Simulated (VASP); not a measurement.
# BeS (P6_3/mmc) in VASP: notebook

Aim: see how the results for BeS move with the level of theory and the settings. Levels: PBE, r2SCAN. Tasks: single point.

Everything below comes from runs of VASP 6.6.1. Logs are shortened: lines on timing, memory, paths and dates and some standing lists are left out, and cuts for length are marked.

## (1) The cell of the first run

The structure is hexagonal, space group P6_3/mmc (No. 194). Conventional cell: a = 3.495 Å, b = 3.495 Å, c = 7.780 Å, α = 90.00°, β = 90.00°, γ = 120.00°. Be (site symmetry -6m2) has 3 S at 2.02 Å within 2.7 Å. S (site symmetry -6m2) has 3 Be at 2.02 Å within 2.7 Å.

## (2) Single point, PBE (volume changed by +3%)

Input file INCAR:

```
SYSTEM = BeS
PREC = Accurate
ENCUT = 520
EDIFF = 1E-6
ISMEAR = 0
SIGMA = 0.01
LREAL = .False.
LASPH = .True.
NELM = 60
ALGO = Normal
ISIF = 2
LWAVE = .False.
LCHARG = .True.
GGA = PE
LELF = .True.
LVHAR = .True.
NBANDS = 16
```

Input file KPOINTS:

```
regular mesh
0
Gamma
  9 9 4
  0 0 0
```

Input file POSCAR:

```
BeS
1.0
    3.4946526143      0.0000000000      0.0000000000
   -1.7473263071      3.0264579414      0.0000000000
    0.0000000000      0.0000000000      7.7803471733
Be S
2 2
Direct
    0.3333333333      0.6666666667      0.2500000000
    0.6666666667      0.3333333333      0.7500000000
    0.6666666667      0.3333333333      0.2500000000
    0.3333333333      0.6666666667      0.7500000000
```

Potentials or basis: VASP PAW PBE potentials, release 64 (Be, S).

On the command line:

```sh
cat potpaw_PBE.64/Be/POTCAR potpaw_PBE.64/S/POTCAR > POTCAR
mpirun -np 1 vasp_std > vasp.out
```

OUTCAR:

```text
SYSTEM = BeS
   PREC = Accurate
   ENCUT = 520
   EDIFF = 1E-6
   ISMEAR = 0
   LREAL = .False.
   LASPH = .True.
   NELM = 60
   ISIF = 2
   GGA = PE

 ion  position               nearest neighbor table
   1  0.333  0.667  0.250-   3 2.02   3 2.02   3 2.02
   2  0.667  0.333  0.750-   4 2.02   4 2.02   4 2.02
   3  0.667  0.333  0.250-   1 2.02   1 2.02   1 2.02
   4  0.333  0.667  0.750-   2 2.02   2 2.02   2 2.02

  LATTYP: Found a hexagonal cell.
 ALAT       =     3.4946526143
 C/A-ratio  =     2.2263578192

  Lattice vectors:

 A1 = (   3.4946526143,   0.0000000000,   0.0000000000)
 A2 = (  -1.7473263071,   3.0264579414,   0.0000000000)
 A3 = (   0.0000000000,   0.0000000000,   7.7803471733)

Analysis of symmetry for initial positions (statically):
=====================================================================
 Subroutine PRICEL returns:
 Original cell was already a primitive cell.

 Routine SETGRP: Setting up the symmetry group for a
 hexagonal supercell.

 Subroutine GETGRP returns: Found 24 space group operations
 (whereof 12 operations were pure point group operations)
 out of a pool of 24 trial point group operations.

The static configuration has the point symmetry D_3d.
 The point group associated with its full space group is D_6h.

Analysis of symmetry for dynamics (positions and initial velocities):
=====================================================================
 Subroutine PRICEL returns:
 Original cell was already a primitive cell.

 Routine SETGRP: Setting up the symmetry group for a
 hexagonal supercell.

 Subroutine GETGRP returns: Found 24 space group operations
 (whereof 12 operations were pure point group operations)
 out of a pool of 24 trial point group operations.

The dynamic configuration has the point symmetry D_3d.
 The point group associated with its full space group is D_6h.

 Subroutine INISYM returns: Found 24 space group operations
 (whereof 12 operations are pure point group operations),
 and found     1 'primitive' translations

----------------------------------------------------------------------------------------

                                     Primitive cell

  volume of cell :      82.2882

  direct lattice vectors                    reciprocal lattice vectors
     3.494652614  0.000000000  0.000000000     0.286151475  0.165209631  0.000000000
    -1.747326307  3.026457941  0.000000000     0.000000000  0.330419262  0.000000000
     0.000000000  0.000000000  7.780347173     0.000000000  0.000000000  0.128528969

  length of vectors
     3.494652614  3.494652614  7.780347173     0.330419262  0.330419262  0.128528969

  position of ions in fractional coordinates (direct lattice)
     0.333333333  0.666666667  0.250000000
     0.666666667  0.333333333  0.750000000
     0.666666667  0.333333333  0.250000000
     0.333333333  0.666666667  0.750000000

  ion indices of the primitive-cell ions
   primitive index   ion index
                 1           1
                 2           2
                 3           3
                 4           4

----------------------------------------------------------------------------------------

 KPOINTS: regular mesh

Automatic generation of k-mesh.
 Grid dimensions read from file:
 generate k-points for:    9    9    4

 Generating k-lattice:

  Cartesian coordinates                     Fractional coordinates (reciprocal lattice)
     0.031794608  0.018356626  0.000000000     0.111111111  0.000000000  0.000000000
     0.000000000  0.036713251  0.000000000     0.000000000  0.111111111  0.000000000
     0.000000000  0.000000000  0.032132242     0.000000000  0.000000000  0.250000000

  Length of vectors
     0.036713251  0.036713251  0.032132242

  Shift w.r.t. Gamma in fractional coordinates (k-lattice)
     0.000000000  0.000000000  0.000000000

 Subroutine IBZKPT returns following result:
 ===========================================

 Found     36 irreducible k-points:

 Following reciprocal coordinates:
            Coordinates               Weight
  0.000000  0.000000  0.000000      1.000000
  0.111111  0.000000  0.000000      6.000000
  0.222222  0.000000  0.000000      6.000000
  0.333333  0.000000  0.000000      6.000000
  0.444444  0.000000  0.000000      6.000000
  0.111111  0.111111  0.000000      6.000000
[... 16 lines left out ...]
  0.333333  0.222222  0.250000     24.000000
  0.333333  0.333333  0.250000      4.000000
 [... further k-points ...]
   k-points           NKPTS =     36   k-points in BZ     NKDIM =     36   number of bands    NBANDS=     16
   number of dos      NEDOS =    301   number of ions     NIONS =      4
   total plane-waves  NPLWV =  47040
   dimension x,y,z NGX =    28 NGY =   28 NGZ =   60
   dimension x,y,z NGXF=    56 NGYF=   56 NGZF=  120
   ions per type =               2   2
   NGX,Y,Z   is equivalent  to a cutoff of  13.32, 13.32, 12.82 a.u.
   NGXF,Y,Z  is equivalent  to a cutoff of  26.64, 26.64, 25.64 a.u.
 SYSTEM =  BeS
   PREC   = accura    normal or accurate (medium, high low for compatibility)
   ISTART =      0    job   : 0-new  1-cont  2-samecut
   ICHARG =      2    charge: 1-file 2-atom 10-const
   ISPIN  =      1    spin polarized calculation?
   LNONCOLLINEAR =      F non collinear calculations
   LSORBIT =      F    spin-orbit coupling
   LASPH  =      T    aspherical Exc in radial PAW
   ENCUT  =  520.0 eV  38.22 Ry    6.18 a.u.   6.50  6.50 14.47*2*pi/ulx,y,z
   NELM   =     60;   NELMIN=  2; NELMDL= -5     # of ELM steps
   EDIFF  = 0.1E-05   stopping-criterion for ELM
   LREAL  =      F    real-space projection
[... 7 lines left out ...]
   TEBEG  =    0.0;   TEEND  =   0.0 temperature during run
   PSTRESS=    0.0 pullay stress
   NELECT =      16.0000    total number of electrons
   NUPDOWN=      -1.0000    fix difference up-down
   EMIN   =  10.00;   EMAX   =-10.00  energy-range for DOS
   EFERMI =   0.00;   METHOD = LEGACY
   ISMEAR =     0;   SIGMA  =   0.01  broadening in eV -4-tet -1-fermi 0-gaus
   EFERMI_NEDOS =   21; number of points for ismear=-14 and -15
   IALGO  =     38    algorithm
   IMIX   =      4    mixing-type and parameters
     AMIX     =   0.40;   BMIX     =  1.00
     AMIX_MAG =   1.60;   BMIX_MAG =  1.00
  volume/ion in A,a.u.               =      20.57       138.83
  Fermi-wavevector in a.u.,A,eV,Ry     =   0.948423  1.792260 12.238536  0.899507
  Thomas-Fermi vector in A             =   2.076610
   LORBIT       =      0    0 simple, 1 ext, 2 COOP (PROOUT), +10 PAW based schemes
   GGA     = PE    functional components
   LHFCALC =     F    Hartree Fock is set to
   AEXX    =    0.0000 exact exchange contribution
   IVDW    =     0    specifies the selected vdW correction
   LEPSILON=     F    determine dielectric tensor
   LRPA    =     F    only Hartree local field effects (RPA)
 non-spin polarized calculation
 Gauss-broadening in eV      SIGMA  =   0.01
  energy-cutoff  :      520.00
  volume of cell :       82.29
 maximum number of plane-waves:      2261
 NGX is ok and might be reduce to    28
   NGX = 13   NGY = 13   NGZ = 29

 number of electron      16.0000000 magnetization

 Free energy of the ion-electron system (eV)
  ---------------------------------------------------
  ext. energy  EPLUGINS =         0.00000000
  ---------------------------------------------------
  free energy    TOTEN  =       -19.22832293 eV

  energy without entropy =      -19.22832293  energy(sigma->0) =      -19.22832293

 E-fermi :   0.7232     XC(G=0):  -7.9454

 val. band max:        0.6367082062   @ k =   0.3333   0.2222   0.0000
 cond. band min:       4.8692207378   @ k =   0.4444   0.1111   0.2500
 fundamental gap:      4.2325125316
 Fermi energy:         0.7232416822

 k-point     1 :       0.0000    0.0000    0.0000
  band No.  band energies     occupation
      1     -11.5648      2.00000
      2     -11.3658      2.00000
      3      -2.1820      2.00000
      4      -0.4206      2.00000
      5      -0.0221      2.00000
      6      -0.0221      2.00000
[... 8 lines left out ...]
     15       8.4196      0.00000
     16       9.3800      0.00000

 k-point     2 :       0.1111    0.0000    0.0000
  band No.  band energies     occupation
      1     -11.4686      2.00000
      2     -11.2764      2.00000
      3      -2.0299      2.00000
      4      -0.6117      2.00000
      5      -0.5403      2.00000
      6      -0.3052      2.00000
[... 8 lines left out ...]
     15       8.9338      0.00000
     16       8.9590      0.00000

 k-point     3 :       0.2222    0.0000    0.0000
  band No.  band energies     occupation
      1     -11.2032      2.00000
      2     -11.0327      2.00000
      3      -1.8472      2.00000
      4      -1.7649      2.00000
      5      -1.5899      2.00000
      6      -0.6908      2.00000
[... 8 lines left out ...]
     15       9.2115      0.00000
     16       9.3246      0.00000

 k-point     4 :       0.3333    0.0000    0.0000
  band No.  band energies     occupation
      1     -10.8490      2.00000
      2     -10.7190      2.00000
      3      -3.0338      2.00000
      4      -2.9362      2.00000
      5      -1.1146      2.00000
      6      -0.9993      2.00000
[... 8 lines left out ...]
     15      11.0926      0.00000
     16      11.2417      0.00000
[... 324 lines left out ...]
 k-point    22 :       0.2222    0.2222    0.2500
  band No.  band energies     occupation
      1     -10.6597      2.00000
      2     -10.5850      2.00000
      3      -3.0777      2.00000
      4      -3.0574      2.00000
      5      -1.9452      2.00000
      6      -1.8800      2.00000
[... 8 lines left out ...]
     15       9.3546      0.00000
     16       9.9306      0.00000

 k-point    23 :       0.3333    0.2222    0.2500
  band No.  band energies     occupation
      1     -10.4355      2.00000
      2     -10.3993      2.00000
      3      -3.4644      2.00000
      4      -3.3964      2.00000
      5      -2.4214      2.00000
      6      -2.3425      2.00000
[... 8 lines left out ...]
     15       9.9704      0.00000
     16      10.8374      0.00000

 k-point    24 :       0.3333    0.3333    0.2500
  band No.  band energies     occupation
      1     -10.3435      2.00000
      2     -10.3435      2.00000
      3      -3.1902      2.00000
      4      -3.0470      2.00000
      5      -3.0470      2.00000
      6      -3.0442      2.00000
[... 8 lines left out ...]
     15      10.7573      0.00000
     16      10.7574      0.00000

 [... further k-points ...]

------------------------ aborting loop because EDIFF is reached ----------------------------------------

  FORCE on cell =-STRESS in cart. coord.  units (eV):
  Direction    XX          YY          ZZ          XY          YZ          ZX
  --------------------------------------------------------------------------------------
  -------------------------------------------------------------------------------------
  Total       -1.3433313     -1.3433313     -0.0671391     -0.0000000      0.0000000      0.0000000
  in kB      -26.1550819    -26.1550819     -1.3072196     -0.0000000      0.0000000      0.0000000
  external PRESSURE =     -17.8724612 kB  Pullay stress =       0.0000000 kB

 VOLUME and BASIS-vectors are now :
 -----------------------------------------------------------------------------
  energy-cutoff  :      520.00
  volume of cell :       82.29
      direct lattice vectors                 reciprocal lattice vectors
     3.494652614  0.000000000  0.000000000     0.286151475  0.165209631  0.000000000
    -1.747326307  3.026457941  0.000000000     0.000000000  0.330419262  0.000000000
     0.000000000  0.000000000  7.780347173     0.000000000  0.000000000  0.128528969

 POSITION                                       TOTAL-FORCE (eV/Angst)
 -----------------------------------------------------------------------------------
     -0.00000      2.01764      1.94509         0.000000     -0.000000      0.000000
      1.74733      1.00882      5.83526        -0.000000      0.000000      0.000000
      1.74733      1.00882      1.94509         0.000000     -0.000000      0.000000
     -0.00000      2.01764      5.83526         0.000000      0.000000      0.000000
 -----------------------------------------------------------------------------------
    total drift:                               -0.000000      0.000000     -0.000000

  FREE ENERGIE OF THE ION-ELECTRON SYSTEM (eV)
  ---------------------------------------------------
  free  energy   TOTEN  =       -19.2283229255 eV

  energy  without entropy=      -19.2283229255  energy(sigma->0) =      -19.22832293
```

It took 36 s on 1 thread of Intel Xeon Platinum 8488C (Sapphire Rapids), shared host; peak memory 0.21 GiB.

Results:

- Free energy: -19.2283 eV
- Pressure: -1.8 GPa
- Band gap on the k mesh: 4.23 eV, indirect (least direct gap 4.33 eV)

Stress tensor (GPa, compression positive):
```
-2.62  0.00  0.00
 0.00 -2.62  0.00
 0.00  0.00 -0.13
```

Levels at points of the mesh, in eV from the valence-band top:
```csv
k point,band 6,band 7,band 8,band 9,band 10,band 11
"(0.00, 0.00, 0.00)",-0.66,-0.58,-0.58,4.58,6.22,6.39
"(0.00, 0.00, 0.50)",-0.62,-0.62,-0.62,5.85,5.85,6.48
```

 A k mesh can miss the band edges.

## (3) Single point, PBE (volume changed by +6%)

Input file INCAR:

```
PREC = Accurate
ENCUT = 520
EDIFF = 1E-6
ISMEAR = 0
SIGMA = 0.01
LREAL = False
LASPH = True
NELM = 80
ALGO = Normal
ISIF = 2
LWAVE = False
LCHARG = False
GGA = PE
NBANDS = 16
```

Input file KPOINTS:

```
Automatic mesh
0
Gamma
  9 9 4
```

Input file POSCAR:

```
BeS
1.0
    3.5282571047      0.0000000000      0.0000000000
   -1.7641285524      3.0555602838      0.0000000000
    0.0000000000      0.0000000000      7.8551627934
Be S
2 2
Direct
    0.3333333333      0.6666666667      0.2500000000
    0.6666666667      0.3333333333      0.7500000000
    0.6666666667      0.3333333333      0.2500000000
    0.3333333333      0.6666666667      0.7500000000
```

Potentials or basis: VASP PAW PBE potentials, release 64 (Be, S).

On the command line:

```sh
cat potpaw_PBE.64/Be/POTCAR potpaw_PBE.64/S/POTCAR > POTCAR
mpirun -np 1 vasp_std > vasp.out
```

Wall time 37 s (1 thread of Intel Xeon Platinum 8488C (Sapphire Rapids), shared host); peak memory 0.21 GiB.

The run converged. Its results:

```yaml
Free_energy: -19.1903 eV
Pressure: -3.3 GPa
Band_gap_on_the_k_mesh: 4.24 eV, indirect (least direct gap 4.34 eV)
```

Stress tensor (GPa, compression positive):
```
-4.88  0.00  0.00
 0.00 -4.88  0.00
 0.00  0.00 -0.21
```

Levels at points of the mesh, in eV from the valence-band top:
```tsv
k point	band 6	band 7	band 8	band 9	band 10	band 11
(0.00, 0.00, 0.00)	-0.68	-0.60	-0.60	4.46	5.98	6.34
(0.00, 0.00, 0.50)	-0.64	-0.64	-0.64	5.62	5.62	6.42
```

 A k mesh can miss the band edges.

## (4) Single point, r2SCAN (volume changed by -6%)

Input file POSCAR:

```
BeS
1.0
    3.3914808500      0.0000000000      0.0000000000
   -1.6957404250      2.9371085726      0.0000000000
    0.0000000000      0.0000000000      6.8496908084
Be S
2 2
Direct
    0.3333333333      0.6666666667      0.2500000000
    0.6666666667      0.3333333333      0.7500000000
    0.6666666667      0.3333333333      0.2500000000
    0.3333333333      0.6666666667      0.7500000000
```

Input file INCAR.step1:

```
SYSTEM = BeS
PREC = Accurate
ENCUT = 520
ISMEAR = 0
SIGMA = 0.01
LREAL = .False.
LASPH = .True.
NELM = 60
NBANDS = 16
GGA = PE
ALGO = Normal
EDIFF = 1E-4
LWAVE = .True.
LCHARG = .False.
```

Input file INCAR.step2:

```
SYSTEM = BeS
PREC = Accurate
ENCUT = 520
EDIFF = 1E-6
ISMEAR = 0
SIGMA = 0.01
LREAL = .False.
LASPH = .True.
NELM = 60
ALGO = Normal
ISIF = 2
LWAVE = .False.
LCHARG = .False.
METAGGA = R2SCAN
LMIXTAU = .True.
NBANDS = 16
ISTART = 1
```

Input file KPOINTS:

```
Automatic mesh
0
Gamma
  9 9 4
  0 0 0
```

On the command line:

```sh
cat potpaw_PBE.64/Be/POTCAR potpaw_PBE.64/S/POTCAR > POTCAR
cp INCAR.step1 INCAR
mpirun -np 1 vasp_std > vasp.out
cp INCAR.step2 INCAR
mpirun -np 1 vasp_std > vasp.out
```

It took 2.2 min on 1 thread of Intel Xeon Platinum 8488C (Sapphire Rapids), shared host; peak memory 0.21 GiB.

The run converged. Its results:

```yaml
Free_energy: -28.7219 eV
Pressure: 5.0 GPa
Band_gap_on_the_k_mesh: 4.49 eV, indirect (least direct gap 4.73 eV)
```

Stress tensor (GPa, compression positive):
```
7.14 0.00 0.00
0.00 7.14 0.00
0.00 0.00 0.72
```

Levels at points of the mesh, in eV from the valence-band top:
```
           k point  band 6  band 7  band 8  band 9  band 10  band 11
(0.00, 0.00, 0.00)   -0.72   -0.63   -0.63    5.78     6.82     6.82
(0.00, 0.00, 0.50)   -0.74   -0.74   -0.74    7.02     7.02     7.02
```

Caveat: the PAW data sets were made with another functional, which shifts forces and pressure a little. A k mesh can miss the band edges.

## (5) Single point, r2SCAN (volume changed by -3%)

Input file POSCAR:

```
BeS
1.0
    3.4271832721      0.0000000000      0.0000000000
   -1.7135916360      2.9680277771      0.0000000000
    0.0000000000      0.0000000000      6.9217981159
Be S
2 2
Direct
    0.3333333333      0.6666666667      0.2500000000
    0.6666666667      0.3333333333      0.7500000000
    0.6666666667      0.3333333333      0.2500000000
    0.3333333333      0.6666666667      0.7500000000
```

Input file INCAR.step1:

```
PREC = Accurate
ENCUT = 520
ISMEAR = 0
SIGMA = 0.01
LREAL = F
LASPH = T
NELM = 60
NBANDS = 16
GGA = PE
ALGO = Normal
EDIFF = 1E-4
LWAVE = T
LCHARG = F
```

Input file INCAR.step2:

```
PREC = Accurate
ENCUT = 520
EDIFF = 1E-7
ISMEAR = 0
SIGMA = 0.01
LREAL = F
LASPH = T
NELM = 60
ALGO = Normal
ISIF = 2
LWAVE = F
LCHARG = T
METAGGA = R2SCAN
LMIXTAU = T
LELF = T
LVHAR = T
NBANDS = 16
ISTART = 1
```

Input file KPOINTS:

```
Automatic mesh
0
Gamma
  9 9 4
```

On the command line:

```sh
cat potpaw_PBE.64/Be/POTCAR potpaw_PBE.64/S/POTCAR > POTCAR
cp INCAR.step1 INCAR
mpirun -np 1 vasp_std > vasp.out
cp INCAR.step2 INCAR
mpirun -np 1 vasp_std > vasp.out
```

Wall time 2.3 min (1 thread of Intel Xeon Platinum 8488C (Sapphire Rapids), shared host); peak memory 0.21 GiB.

Results (log left out):

| Quantity | Value |
| --- | --- |
| Free energy | -28.7714 eV |
| Pressure | 2.3 GPa |
| Band gap on the k mesh | 4.52 eV, indirect (least direct gap 4.75 eV) |

Stress tensor (GPa, compression positive):
```
3.24 0.00 0.00
0.00 3.24 0.00
0.00 0.00 0.32
```

Levels at points of the mesh, in eV from the valence-band top:
```tsv
k point	band 6	band 7	band 8	band 9	band 10	band 11
(0.00, 0.00, 0.00)	-0.70	-0.65	-0.65	5.63	6.79	6.79
(0.00, 0.00, 0.50)	-0.76	-0.76	-0.76	6.98	6.98	6.98
```

Caveat: the PAW data sets were made with another functional, which shifts forces and pressure a little.

## (6) Overview

| level | cell | gap on the mesh (eV) | pressure (GPa) |
| --- | --- | --- | --- |
| PBE | a = 3.495, b = 3.495, c = 7.780 Å, angles 90.0, 90.0, 120.0°, 4 atoms | 4.23 | -1.8 |
| PBE | a = 3.528, b = 3.528, c = 7.855 Å, angles 90.0, 90.0, 120.0°, 4 atoms | 4.24 | -3.3 |
| r2SCAN | a = 3.391, b = 3.391, c = 6.850 Å, angles 90.0, 90.0, 120.0°, 4 atoms | 4.49 | 5.0 |
| r2SCAN | a = 3.427, b = 3.427, c = 6.922 Å, angles 90.0, 90.0, 120.0°, 4 atoms | 4.52 | 2.3 |

Alike in all rows: task single point; potentials or basis VASP PAW PBE potentials, release 64 (Be, S); no spin polarisation; k mesh 9 × 9 × 4; cutoff (eV) 520; smearing gaussian 0.01 eV.

Caveats: the PAW data sets were made with another functional, which shifts forces and pressure a little (some runs).

Absolute energies hang on the potentials; compare differences alone.
